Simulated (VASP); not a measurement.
# Ca (P4/mmm) in VASP: single point with PBEsol

Aim: the single point of Ca with PBEsol.

Everything below comes from runs of VASP 6.6.1. Logs are shortened: lines on timing, memory, paths and dates and some standing lists are left out, and cuts for length are marked.

## (1) The cell of the first run

It takes space group P4/mmm (No. 123, tetragonal). Conventional cell: a = 3.356 Å, b = 3.356 Å, c = 3.670 Å, α = 90.00°, β = 90.00°, γ = 90.00°. Ca (site symmetry 4/mmm) has 6 Ca at 3.36 to 3.67 Å within 4.4 Å.

## (2) Single point, PBEsol (strained)

Contents of INCAR:

```
SYSTEM = Ca
PREC = Accurate ; ENCUT = 520
EDIFF = 1E-6 ; ISMEAR = 0
SIGMA = 0.1 ; LREAL = .FALSE.
LASPH = .TRUE. ; NELM = 100
ALGO = Normal ; ISIF = 2
LWAVE = .FALSE. ; LCHARG = .FALSE.
GGA = PS ; NBANDS = 11
```

Contents of KPOINTS:

```
Automatic mesh
0
G
  10 12 12
  0 0 0
```

Contents of POSCAR:

```
Ca
1.0
    3.6702757891      0.0000000000      0.0000000000
    0.0000000000      3.3562967185      0.0000000000
    0.0000000000      0.0000000000      3.3562967185
Ca
1
Direct
    0.0000000000      0.0000000000      0.0000000000
```

Potentials or basis: VASP PAW PBE potentials, release 64 (Ca_sv).

Run with:

```bash
$ cat potpaw_PBE.64/Ca_sv/POTCAR > POTCAR
$ mpirun -np 1 vasp_std > vasp.out
```

OUTCAR:

```text
SYSTEM = Ca
   PREC = Accurate
   ENCUT = 520
   EDIFF = 1E-6
   ISMEAR = 0
   LREAL = .FALSE.
   LASPH = .TRUE.
   NELM = 100
   ISIF = 2
   GGA = PS

 ion  position               nearest neighbor table
   1  0.000  0.000  0.000-

  LATTYP: Found a simple tetragonal cell.
 ALAT       =     3.3562967185
 C/A-ratio  =     1.0935492589

  Lattice vectors:

 A1 = (   0.0000000000,   3.3562967185,   0.0000000000)
 A2 = (   0.0000000000,   0.0000000000,   3.3562967185)
 A3 = (   3.6702757891,   0.0000000000,   0.0000000000)

Analysis of symmetry for initial positions (statically):
=====================================================================
 Subroutine PRICEL returns:
 Original cell was already a primitive cell.

 Routine SETGRP: Setting up the symmetry group for a
 simple tetragonal supercell.

 Subroutine GETGRP returns: Found 16 space group operations
 (whereof 16 operations were pure point group operations)
 out of a pool of 16 trial point group operations.

The static configuration has the point symmetry D_4h.

Analysis of symmetry for dynamics (positions and initial velocities):
=====================================================================
 Subroutine PRICEL returns:
 Original cell was already a primitive cell.

 Routine SETGRP: Setting up the symmetry group for a
 simple tetragonal supercell.

 Subroutine GETGRP returns: Found 16 space group operations
 (whereof 16 operations were pure point group operations)
 out of a pool of 16 trial point group operations.

The dynamic configuration has the point symmetry D_4h.

 Subroutine INISYM returns: Found 16 space group operations
 (whereof 16 operations are pure point group operations),
 and found     1 'primitive' translations

----------------------------------------------------------------------------------------

                                     Primitive cell

  volume of cell :      41.3447

  direct lattice vectors                    reciprocal lattice vectors
     3.670275789  0.000000000  0.000000000     0.272459090  0.000000000  0.000000000
     0.000000000  3.356296718  0.000000000     0.000000000  0.297947435  0.000000000
     0.000000000  0.000000000  3.356296718     0.000000000  0.000000000  0.297947435

  length of vectors
     3.670275789  3.356296718  3.356296718     0.272459090  0.297947435  0.297947435

  position of ions in fractional coordinates (direct lattice)
     0.000000000  0.000000000  0.000000000

  ion indices of the primitive-cell ions
   primitive index   ion index
                 1           1

----------------------------------------------------------------------------------------

 KPOINTS: Automatic mesh

Automatic generation of k-mesh.
 Grid dimensions read from file:
 generate k-points for:   10   12   12

 Generating k-lattice:

  Cartesian coordinates                     Fractional coordinates (reciprocal lattice)
     0.027245909  0.000000000  0.000000000     0.100000000  0.000000000  0.000000000
     0.000000000  0.024828953  0.000000000     0.000000000  0.083333333  0.000000000
     0.000000000  0.000000000  0.024828953     0.000000000  0.000000000  0.083333333

  Length of vectors
     0.027245909  0.024828953  0.024828953

  Shift w.r.t. Gamma in fractional coordinates (k-lattice)
     0.000000000  0.000000000  0.000000000

 Subroutine IBZKPT returns following result:
 ===========================================

 Found    168 irreducible k-points:

 Following reciprocal coordinates:
            Coordinates               Weight
  0.000000  0.000000  0.000000      1.000000
  0.100000  0.000000  0.000000      2.000000
  0.200000  0.000000  0.000000      2.000000
  0.300000  0.000000  0.000000      2.000000
  0.400000  0.000000  0.000000      2.000000
  0.500000  0.000000  0.000000      1.000000
[... 16 lines left out ...]
  0.400000  0.250000  0.000000      8.000000
  0.500000  0.250000  0.000000      4.000000
 [... further k-points ...]
   k-points           NKPTS =    168   k-points in BZ     NKDIM =    168   number of bands    NBANDS=     11
   number of dos      NEDOS =    301   number of ions     NIONS =      1
   total plane-waves  NPLWV =  21952
   dimension x,y,z NGX =    28 NGY =   28 NGZ =   28
   dimension x,y,z NGXF=    56 NGYF=   56 NGZF=   56
   ions per type =               1
   NGX,Y,Z   is equivalent  to a cutoff of  12.68, 13.87, 13.87 a.u.
   NGXF,Y,Z  is equivalent  to a cutoff of  25.37, 27.74, 27.74 a.u.
 SYSTEM =  Ca
   PREC   = accura    normal or accurate (medium, high low for compatibility)
   ISTART =      0    job   : 0-new  1-cont  2-samecut
   ICHARG =      2    charge: 1-file 2-atom 10-const
   ISPIN  =      1    spin polarized calculation?
   LNONCOLLINEAR =      F non collinear calculations
   LSORBIT =      F    spin-orbit coupling
   LASPH  =      T    aspherical Exc in radial PAW
   ENCUT  =  520.0 eV  38.22 Ry    6.18 a.u.   6.82  6.24  6.24*2*pi/ulx,y,z
   NELM   =    100;   NELMIN=  2; NELMDL= -5     # of ELM steps
   EDIFF  = 0.1E-05   stopping-criterion for ELM
   LREAL  =      F    real-space projection
   EDIFFG = 0.1E-04   stopping-criterion for IOM
   NSW    =      0    number of steps for IOM
   IBRION =     -1    ionic relax: 0-MD 1-quasi-New 2-CG
   NFREE  =      0    steps in history (QN), initial steepest desc. (CG)
   ISIF   =      2    stress and relaxation
   ISYM   =      2    0-nonsym 1-usesym 2-fastsym
   POTIM  = 0.5000    time-step for ionic-motion
   TEBEG  =    0.0;   TEEND  =   0.0 temperature during run
   PSTRESS=    0.0 pullay stress
   NELECT =      10.0000    total number of electrons
   NUPDOWN=      -1.0000    fix difference up-down
   EMIN   =  10.00;   EMAX   =-10.00  energy-range for DOS
   EFERMI =   0.00;   METHOD = LEGACY
   ISMEAR =     0;   SIGMA  =   0.10  broadening in eV -4-tet -1-fermi 0-gaus
   EFERMI_NEDOS =   21; number of points for ismear=-14 and -15
   IALGO  =     38    algorithm
   IMIX   =      4    mixing-type and parameters
     AMIX     =   0.40;   BMIX     =  1.00
     AMIX_MAG =   1.60;   BMIX_MAG =  1.00
  volume/ion in A,a.u.               =      41.34       279.01
  Fermi-wavevector in a.u.,A,eV,Ry     =   1.020004  1.927527 14.155601  1.040407
  Thomas-Fermi vector in A             =   2.153549
   LORBIT       =      0    0 simple, 1 ext, 2 COOP (PROOUT), +10 PAW based schemes
   GGA     = PS    functional components
   LHFCALC =     F    Hartree Fock is set to
   AEXX    =    0.0000 exact exchange contribution
   IVDW    =     0    specifies the selected vdW correction
   LEPSILON=     F    determine dielectric tensor
   LRPA    =     F    only Hartree local field effects (RPA)
 non-spin polarized calculation
 Gauss-broadening in eV      SIGMA  =   0.10
  energy-cutoff  :      520.00
  volume of cell :       41.34
 maximum number of plane-waves:      1148
 NGX is ok and might be reduce to    28
   NGX = 13   NGY = 13   NGZ = 13

 number of electron      10.0000000 magnetization

 Free energy of the ion-electron system (eV)
  ---------------------------------------------------
  ext. energy  EPLUGINS =         0.00000000
  ---------------------------------------------------
  free energy    TOTEN  =        -1.70570680 eV

  energy without entropy =       -1.70096835  energy(sigma->0) =       -1.70333757

 E-fermi :   1.8413     XC(G=0):  -7.8472

 val. band max:        1.8324823243   @ k =   0.3000   0.4167   0.4167
 cond. band min:       1.8473444372   @ k =   0.3000   0.5000   0.4167
 fundamental gap:      0.0148621129
 Fermi energy:         1.8413458721

 k-point     1 :       0.0000    0.0000    0.0000
  band No.  band energies     occupation
      1     -40.0806      2.00000
      2     -21.0733      2.00000
      3     -21.0013      2.00000
      4     -21.0013      2.00000
      5      -2.0402      2.00000
      6       2.6351      0.00000
      7       2.6452      0.00000
      8       6.0496      0.00000
      9       6.0496      0.00000
     10       6.3115      0.00000
     11       9.3432      0.00000

 k-point     2 :       0.1000    0.0000    0.0000
  band No.  band energies     occupation
      1     -40.0796      2.00000
      2     -21.0872      2.00000
      3     -21.0003      2.00000
      4     -21.0003      2.00000
      5      -1.9134      2.00000
      6       2.6347      0.00000
      7       2.6747      0.00000
      8       5.9460      0.00000
      9       5.9460      0.00000
     10       6.3174      0.00000
     11       8.7266      0.00000

 k-point     3 :       0.2000    0.0000    0.0000
  band No.  band energies     occupation
      1     -40.0768      2.00000
      2     -21.1236      2.00000
      3     -20.9976      2.00000
      4     -20.9976      2.00000
      5      -1.5446      2.00000
      6       2.5656      0.00000
      7       2.7541      0.00000
      8       5.6990      0.00000
      9       5.6990      0.00000
     10       6.3330      0.00000
     11       7.7065      0.00000

 k-point     4 :       0.3000    0.0000    0.0000
  band No.  band energies     occupation
      1     -40.0735      2.00000
      2     -21.1681      2.00000
      3     -20.9943      2.00000
      4     -20.9943      2.00000
      5      -0.9684      2.00000
      6       2.2610      0.00000
      7       2.8566      0.00000
      8       5.4305      0.00000
      9       5.4305      0.00000
     10       6.3523      0.00000
     11       6.9983      0.00000

 k-point     5 :       0.4000    0.0000    0.0000
  band No.  band energies     occupation
      1     -40.0708      2.00000
      2     -21.2038      2.00000
      3     -20.9917      2.00000
      4     -20.9917      2.00000
      5      -0.2544      2.00000
      6       1.6578      1.99056
      7       2.9435      0.00000
      8       5.2353      0.00000
      9       5.2353      0.00000
     10       6.3681      0.00000
     11       6.7303      0.00000
[... 211 lines left out ...]
 k-point    21 :       0.2000    0.2500    0.0000
  band No.  band energies     occupation
      1     -40.0609      2.00000
      2     -21.1610      2.00000
      3     -21.1060      2.00000
      4     -20.9836      2.00000
      5      -0.6388      2.00000
      6       2.8392      0.00000
      7       3.1681      0.00000
      8       4.5388      0.00000
      9       5.5541      0.00000
     10       5.8371      0.00000
     11       8.6254      0.00000

 k-point    22 :       0.3000    0.2500    0.0000
  band No.  band energies     occupation
      1     -40.0576      2.00000
      2     -21.1571      2.00000
      3     -21.1483      2.00000
      4     -20.9804      2.00000
      5      -0.1075      2.00000
      6       2.5807      0.00000
      7       3.3291      0.00000
      8       4.4109      0.00000
      9       5.5254      0.00000
     10       5.6688      0.00000
     11       7.7212      0.00000

 k-point    23 :       0.4000    0.2500    0.0000
  band No.  band energies     occupation
      1     -40.0550      2.00000
      2     -21.1836      2.00000
      3     -21.1525      2.00000
      4     -20.9778      2.00000
      5       0.5585      2.00000
      6       2.0135      0.01493
      7       3.4438      0.00000
      8       4.5503      0.00000
      9       5.3846      0.00000
     10       5.6666      0.00000
     11       7.0014      0.00000

 k-point    24 :       0.5000    0.2500    0.0000
  band No.  band energies     occupation
      1     -40.0539      2.00000
      2     -21.1966      2.00000
      3     -21.1511      2.00000
      4     -20.9769      2.00000
      5       1.2722      2.00000
      6       1.3162      2.00000
      7       3.4885      0.00000
      8       4.6582      0.00000
      9       5.3241      0.00000
     10       5.6757      0.00000
     11       6.7276      0.00000

 [... further k-points ...]
[... 5 lines left out ...]
  --------------------------------------------------------------------------------------
  -------------------------------------------------------------------------------------
  Total       -0.7869642      0.4514929      0.4514929      0.0000000      0.0000000      0.0000000
  in kB      -30.4962307     17.4961328     17.4961328      0.0000000      0.0000000      0.0000000
  external PRESSURE =       1.4986783 kB  Pullay stress =       0.0000000 kB

 VOLUME and BASIS-vectors are now :
 -----------------------------------------------------------------------------
  energy-cutoff  :      520.00
  volume of cell :       41.34
      direct lattice vectors                 reciprocal lattice vectors
     3.670275789  0.000000000  0.000000000     0.272459090  0.000000000  0.000000000
     0.000000000  3.356296718  0.000000000     0.000000000  0.297947435  0.000000000
     0.000000000  0.000000000  3.356296718     0.000000000  0.000000000  0.297947435

 POSITION                                       TOTAL-FORCE (eV/Angst)
 -----------------------------------------------------------------------------------
      0.00000      0.00000      0.00000         0.000000      0.000000      0.000000
 -----------------------------------------------------------------------------------
    total drift:                               -0.000000     -0.000000     -0.000000

  FREE ENERGIE OF THE ION-ELECTRON SYSTEM (eV)
  ---------------------------------------------------
  free  energy   TOTEN  =        -1.7057067961 eV

  energy  without entropy=       -1.7009683481  energy(sigma->0) =       -1.70333757
```

Run time: 25 s. Hardware: 1 thread of Intel Xeon Platinum 8488C (Sapphire Rapids), shared host; peak memory 0.21 GiB.

Results:

| Item | Value |
| --- | --- |
| Free energy | -1.7057 eV |
| Pressure | 0.1 GPa |
| Band gap on the k mesh | zero (band 5 reaches 2.32 eV, above the bottom of band 6 at 1.14 eV) |

Levels at points of the mesh, in eV from the Fermi level:
```
           k point  band 1  band 2  band 3  band 4  band 5  band 6  band 7  band 8  band 9  band 10
(0.00, 0.00, 0.00)  -41.92  -22.91  -22.84  -22.84   -3.88    0.79    0.80    4.21    4.21     4.47
(0.50, 0.00, 0.00)  -41.91  -23.06  -22.83  -22.83   -1.57   -0.70    1.14    3.32    3.32     4.53
(0.00, 0.50, 0.00)  -41.89  -23.17  -22.88  -22.81   -0.95   -0.28    1.44    2.49    3.08     4.37
(0.50, 0.50, 0.00)  -41.88  -23.15  -23.02  -22.80   -0.37    0.77    2.23    2.46    3.27     3.65
(0.00, 0.50, 0.50)  -41.86  -23.12  -23.12  -22.85   -0.49    1.41    2.94    2.94    2.94     2.94
(0.50, 0.50, 0.50)  -41.85  -23.11  -23.11  -22.98    0.30    0.88    0.88    4.86    5.30     5.78
```

Caveat: the cell differs from its parent crystal (strained); the PAW data sets were made with another functional, which shifts forces and pressure a little.
